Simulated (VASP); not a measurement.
# TiNi (Pm-3m) in VASP: single point with r2SCAN

Aim: the single point of TiNi with r2SCAN.

All numbers are computed with VASP 6.6.1; they aren't measurements. Logs are shortened: lines on timing, memory, paths and dates and some standing lists are left out, and cuts for length are marked.

## Step 1: The cell of the first run

The structure is cubic, space group Pm-3m (No. 221). Conventional cell: a = 2.988 Å, b = 2.988 Å, c = 2.988 Å, α = 90.00°, β = 90.00°, γ = 90.00°. Ti (site symmetry m-3m) has 8 Ni at 2.59 Å and 6 Ti at 2.99 Å within 3.4 Å. Within 3.4 Å of Ni (site symmetry m-3m) lie 8 Ti at 2.59 Å and 6 Ni at 2.99 Å.

## Step 2: Single point, r2SCAN, collinear spin, ferrimagnetic start

File POSCAR:

```
TiNi
1.0
    2.9880661300      0.0000000000      0.0000000000
    0.0000000000      2.9880661300      0.0000000000
    0.0000000000      0.0000000000      2.9880661300
Ti Ni
1 1
Direct
    0.5000000000      0.5000000000      0.5000000000
    0.0000000000      0.0000000000      0.0000000000
```

File INCAR.step1:

```
ALGO = Normal
EDIFF = 1E-4
ENCUT = 520
GGA = PE
ISMEAR = -1
ISPIN = 2
LASPH = True
LCHARG = False
LMAXMIX = 4
LREAL = False
LWAVE = True
MAGMOM = 1 -1.5
NBANDS = 22
NELM = 150
PREC = Accurate
SIGMA = 0.05
```

File INCAR.step2:

```
ALGO = Normal
EDIFF = 1E-6
ENCUT = 520
ISIF = 2
ISMEAR = -1
ISPIN = 2
ISTART = 1
LASPH = True
LCHARG = False
LMAXMIX = 4
LMIXTAU = True
LORBIT = 11
LREAL = False
LWAVE = False
MAGMOM = 1 -1.5
METAGGA = R2SCAN
NBANDS = 22
NELM = 150
PREC = Accurate
SIGMA = 0.05
```

File KPOINTS:

```
k-points
0
Gamma
  11 11 11
```

Potentials or basis: VASP PAW PBE potentials, release 64 (Ti_sv, Ni).

The run is started by

```console
$ cat potpaw_PBE.64/Ti_sv/POTCAR potpaw_PBE.64/Ni/POTCAR > POTCAR
$ cp INCAR.step1 INCAR
$ mpirun -np 1 vasp_std > vasp.out
$ cp INCAR.step2 INCAR
$ mpirun -np 1 vasp_std > vasp.out
```

OUTCAR:

```text
EDIFF = 1E-6
   ENCUT = 520
   ISIF = 2
   ISMEAR = -1
   ISPIN = 2
   ISTART = 1
   LASPH = True
   LORBIT = 11
   LREAL = False
   METAGGA = R2SCAN
   NELM = 150
   PREC = Accurate

 ion  position               nearest neighbor table
   1  0.500  0.500  0.500-   2 2.59   2 2.59   2 2.59   2 2.59   2 2.59   2 2.59   2 2.59   2 2.59

   2  0.000  0.000  0.000-   1 2.59   1 2.59   1 2.59   1 2.59   1 2.59   1 2.59   1 2.59   1 2.59

  LATTYP: Found a simple cubic cell.
 ALAT       =     2.9880661300

  Lattice vectors:

 A1 = (   2.9880661300,   0.0000000000,   0.0000000000)
 A2 = (   0.0000000000,   2.9880661300,   0.0000000000)
 A3 = (   0.0000000000,   0.0000000000,   2.9880661300)

Analysis of symmetry for initial positions (statically):
=====================================================================
 Subroutine PRICEL returns:
 Original cell was already a primitive cell.

 Routine SETGRP: Setting up the symmetry group for a
 simple cubic supercell.

 Subroutine GETGRP returns: Found 48 space group operations
 (whereof 48 operations were pure point group operations)
 out of a pool of 48 trial point group operations.

The static configuration has the point symmetry O_h .

Analysis of symmetry for dynamics (positions and initial velocities):
=====================================================================
 Subroutine PRICEL returns:
 Original cell was already a primitive cell.

 Routine SETGRP: Setting up the symmetry group for a
 simple cubic supercell.

 Subroutine GETGRP returns: Found 48 space group operations
 (whereof 48 operations were pure point group operations)
 out of a pool of 48 trial point group operations.

The dynamic configuration has the point symmetry O_h .

Analysis of structural, dynamic, and magnetic symmetry:
=====================================================================
 Subroutine PRICEL returns:
 Original cell was already a primitive cell.

 Routine SETGRP: Setting up the symmetry group for a
 simple cubic supercell.

 Subroutine GETGRP returns: Found 48 space group operations
 (whereof 48 operations were pure point group operations)
 out of a pool of 48 trial point group operations.

The overall configuration has the point symmetry O_h .

 Subroutine INISYM returns: Found 48 space group operations
 (whereof 48 operations are pure point group operations),
 and found     1 'primitive' translations

----------------------------------------------------------------------------------------

                                     Primitive cell

  volume of cell :      26.6791

  direct lattice vectors                    reciprocal lattice vectors
     2.988066130  0.000000000  0.000000000     0.334664615  0.000000000  0.000000000
     0.000000000  2.988066130  0.000000000     0.000000000  0.334664615  0.000000000
     0.000000000  0.000000000  2.988066130     0.000000000  0.000000000  0.334664615

  length of vectors
     2.988066130  2.988066130  2.988066130     0.334664615  0.334664615  0.334664615

  position of ions in fractional coordinates (direct lattice)
     0.500000000  0.500000000  0.500000000
     0.000000000  0.000000000  0.000000000

  ion indices of the primitive-cell ions
   primitive index   ion index
                 1           1
                 2           2

----------------------------------------------------------------------------------------

 KPOINTS: k-points

Automatic generation of k-mesh.
 Grid dimensions read from file:
 generate k-points for:   11   11   11

 Generating k-lattice:

  Cartesian coordinates                     Fractional coordinates (reciprocal lattice)
     0.030424056  0.000000000  0.000000000     0.090909091  0.000000000  0.000000000
     0.000000000  0.030424056  0.000000000     0.000000000  0.090909091  0.000000000
     0.000000000  0.000000000  0.030424056     0.000000000  0.000000000  0.090909091

  Length of vectors
     0.030424056  0.030424056  0.030424056

  Shift w.r.t. Gamma in fractional coordinates (k-lattice)
     0.000000000  0.000000000  0.000000000

 Subroutine IBZKPT returns following result:
 ===========================================

 Found     56 irreducible k-points:

 Following reciprocal coordinates:
            Coordinates               Weight
  0.000000  0.000000  0.000000      1.000000
  0.090909  0.000000  0.000000      6.000000
  0.181818  0.000000  0.000000      6.000000
  0.272727  0.000000  0.000000      6.000000
  0.363636  0.000000  0.000000      6.000000
  0.454545  0.000000  0.000000      6.000000
[... 16 lines left out ...]
  0.181818  0.090909  0.090909     24.000000
  0.272727  0.090909  0.090909     24.000000
 [... further k-points ...]
   k-points           NKPTS =     56   k-points in BZ     NKDIM =     56   number of bands    NBANDS=     22
   number of dos      NEDOS =    301   number of ions     NIONS =      2
   total plane-waves  NPLWV =  13824
   dimension x,y,z NGX =    24 NGY =   24 NGZ =   24
   dimension x,y,z NGXF=    48 NGYF=   48 NGZF=   48
   ions per type =               1   1
   NGX,Y,Z   is equivalent  to a cutoff of  13.35, 13.35, 13.35 a.u.
   NGXF,Y,Z  is equivalent  to a cutoff of  26.71, 26.71, 26.71 a.u.
 SYSTEM =  unknown system
   PREC   = accura    normal or accurate (medium, high low for compatibility)
   ISTART =      1    job   : 0-new  1-cont  2-samecut
   ICHARG =      0    charge: 1-file 2-atom 10-const
   ISPIN  =      2    spin polarized calculation?
   LNONCOLLINEAR =      F non collinear calculations
   LSORBIT =      F    spin-orbit coupling
   LASPH  =      T    aspherical Exc in radial PAW
   ENCUT  =  520.0 eV  38.22 Ry    6.18 a.u.   5.56  5.56  5.56*2*pi/ulx,y,z
   NELM   =    150;   NELMIN=  2; NELMDL=  0     # of ELM steps
   EDIFF  = 0.1E-05   stopping-criterion for ELM
   LREAL  =      F    real-space projection
   EDIFFG = 0.1E-04   stopping-criterion for IOM
   NSW    =      0    number of steps for IOM
   IBRION =     -1    ionic relax: 0-MD 1-quasi-New 2-CG
   NFREE  =      0    steps in history (QN), initial steepest desc. (CG)
   ISIF   =      2    stress and relaxation
   ISYM   =      2    0-nonsym 1-usesym 2-fastsym
   POTIM  = 0.5000    time-step for ionic-motion
   TEBEG  =    0.0;   TEEND  =   0.0 temperature during run
   PSTRESS=    0.0 pullay stress
   NELECT =      22.0000    total number of electrons
   NUPDOWN=      -1.0000    fix difference up-down
   EMIN   =  10.00;   EMAX   =-10.00  energy-range for DOS
   EFERMI =   0.00;   METHOD = LEGACY
   ISMEAR =    -1;   SIGMA  =   0.05  broadening in eV -4-tet -1-fermi 0-gaus
   EFERMI_NEDOS =   21; number of points for ismear=-14 and -15
   IALGO  =     38    algorithm
   IMIX   =      4    mixing-type and parameters
     AMIX     =   0.40;   BMIX     =  1.00
     AMIX_MAG =   1.60;   BMIX_MAG =  1.00
  volume/ion in A,a.u.               =      13.34        90.02
  Fermi-wavevector in a.u.,A,eV,Ry     =   1.535178  2.901067 32.065840  2.356773
  Thomas-Fermi vector in A             =   2.642003
   LORBIT       =     11    0 simple, 1 ext, 2 COOP (PROOUT), +10 PAW based schemes
   METAGGA = R2SCAN    functional components
   LHFCALC =     F    Hartree Fock is set to
   AEXX    =    0.0000 exact exchange contribution
   IVDW    =     0    specifies the selected vdW correction
   LEPSILON=     F    determine dielectric tensor
   LRPA    =     F    only Hartree local field effects (RPA)
 spin polarized calculation
  energy-cutoff  :      520.00
  volume of cell :       26.68
 maximum number of plane-waves:       739
 NGX is ok and might be reduce to    24
   NGX = 11   NGY = 11   NGZ = 11

 number of electron      21.9999986 magnetization       0.0004295

 Free energy of the ion-electron system (eV)
  ---------------------------------------------------
  ext. energy  EPLUGINS =         0.00000000
  ---------------------------------------------------
  free energy    TOTEN  =       -25.58060423 eV

  energy without entropy =      -25.55844812  energy(sigma->0) =      -25.56952617

 E-fermi :   9.5829     XC(G=0): -13.5578

 val. band max:        9.5611438610   @ k =   0.3636   0.0000   0.0000
 cond. band min:       9.5935172872   @ k =   0.4545   0.1818   0.0000
 fundamental gap:      0.0323734262
 Fermi energy:         9.5829395063

 spin component 1

 k-point     1 :       0.0000    0.0000    0.0000
  band No.  band energies     occupation
      1     -50.0255      1.00000
      2     -25.0723      1.00000
      3     -25.0723      1.00000
      4     -25.0723      1.00000
      5       1.3233      1.00000
      6       5.5379      1.00000
[... 14 lines left out ...]
     21      29.3255      0.00000
     22      31.5400      0.00000

 k-point     2 :       0.0909    0.0000    0.0000
  band No.  band energies     occupation
      1     -50.0229      1.00000
      2     -25.0970      1.00000
      3     -25.0704      1.00000
      4     -25.0704      1.00000
      5       1.4916      1.00000
      6       5.6040      1.00000
[... 542 lines left out ...]
 k-point    24 :       0.2727    0.0909    0.0909
  band No.  band energies     occupation
      1     -50.0020      1.00000
      2     -25.2425      1.00000
      3     -25.0809      1.00000
      4     -25.0789      1.00000
      5       3.0346      1.00000
      6       6.0887      1.00000
[... 14 lines left out ...]
     21      28.3331      0.00000
     22      28.5740      0.00000

 [... further k-points ...]

 spin component 2

 k-point     1 :       0.0000    0.0000    0.0000
  band No.  band energies     occupation
      1     -50.0252      1.00000
      2     -25.0720      1.00000
      3     -25.0720      1.00000
      4     -25.0720      1.00000
      5       1.3234      1.00000
      6       5.5382      1.00000
[... 14 lines left out ...]
     21      29.3257      0.00000
     22      31.5402      0.00000

 k-point     2 :       0.0909    0.0000    0.0000
  band No.  band energies     occupation
      1     -50.0226      1.00000
      2     -25.0967      1.00000
      3     -25.0701      1.00000
      4     -25.0701      1.00000
      5       1.4917      1.00000
      6       5.6042      1.00000
[... 542 lines left out ...]
 k-point    24 :       0.2727    0.0909    0.0909
  band No.  band energies     occupation
      1     -50.0018      1.00000
      2     -25.2422      1.00000
      3     -25.0806      1.00000
      4     -25.0786      1.00000
      5       3.0347      1.00000
      6       6.0890      1.00000
[... 14 lines left out ...]
     21      28.3333      0.00000
     22      28.5742      0.00000

 [... further k-points ...]
[... 5 lines left out ...]
  --------------------------------------------------------------------------------------
  -------------------------------------------------------------------------------------
  Total        0.1228056      0.1228056      0.1228056     -0.0000000      0.0000000     -0.0000000
  in kB        7.3749361      7.3749361      7.3749361     -0.0000000      0.0000000     -0.0000000
  external PRESSURE =       7.3749361 kB  Pullay stress =       0.0000000 kB

 VOLUME and BASIS-vectors are now :
 -----------------------------------------------------------------------------
  energy-cutoff  :      520.00
  volume of cell :       26.68
      direct lattice vectors                 reciprocal lattice vectors
     2.988066130  0.000000000  0.000000000     0.334664615  0.000000000  0.000000000
     0.000000000  2.988066130  0.000000000     0.000000000  0.334664615  0.000000000
     0.000000000  0.000000000  2.988066130     0.000000000  0.000000000  0.334664615

 POSITION                                       TOTAL-FORCE (eV/Angst)
 -----------------------------------------------------------------------------------
      1.49403      1.49403      1.49403         0.000000      0.000000      0.000000
      0.00000      0.00000      0.00000         0.000000      0.000000      0.000000
 -----------------------------------------------------------------------------------
    total drift:                                0.000000      0.000000     -0.000000

  FREE ENERGIE OF THE ION-ELECTRON SYSTEM (eV)
  ---------------------------------------------------
  free  energy   TOTEN  =       -25.5806042292 eV

  energy  without entropy=      -25.5584481202  energy(sigma->0) =      -25.56952617

 total charge

# of ion       s       p       d       tot
------------------------------------------
    1        2.238   6.176   1.796  10.211
    2        0.601   0.514   8.335   9.450
--------------------------------------------------
tot          2.839   6.691  10.132  19.661

 magnetization (x)

# of ion       s       p       d       tot
------------------------------------------
    1        0.000   0.000   0.000   0.000
    2        0.000   0.000   0.000   0.000
--------------------------------------------------
tot          0.000   0.000   0.000   0.000
```

Run time: 1.8 min. Hardware: 1 thread of Intel Xeon Platinum 8488C (Sapphire Rapids), shared host; peak memory 0.19 GiB.

What came out:

```yaml
Free_energy: -25.5806 eV
Pressure: 0.7 GPa
Band_gap_on_the_k_mesh: zero (filled and empty bands overlap)
Net_moment: 0.00 μB per cell
Valence_electrons_inside_the_program's_atomic_spheres: Ti 10.21; Ni 9.45
```

Levels at points of the mesh, in eV from the Fermi level:
Spin up:
| k point | band 7 | band 8 | band 9 | band 10 | band 11 | band 12 | band 13 | band 14 | band 15 | band 16 |
| --- | --- | --- | --- | --- | --- | --- | --- | --- | --- | --- |
| (0.00, 0.00, 0.00) | -4.05 | -2.06 | -2.06 | -2.06 | 0.55 | 0.55 | 2.71 | 2.71 | 2.71 | 9.07 |
Spin down:
```csv
k point,band 8,band 9,band 10,band 11,band 12,band 13,band 14,band 15
"(0.00, 0.00, 0.00)",-2.06,-2.06,-2.06,0.55,0.55,2.71,2.71,2.71
```

Caveat: the starting moments collapsed, and a magnetic state may lie lower; the PAW data sets were made with another functional, which shifts forces and pressure a little.
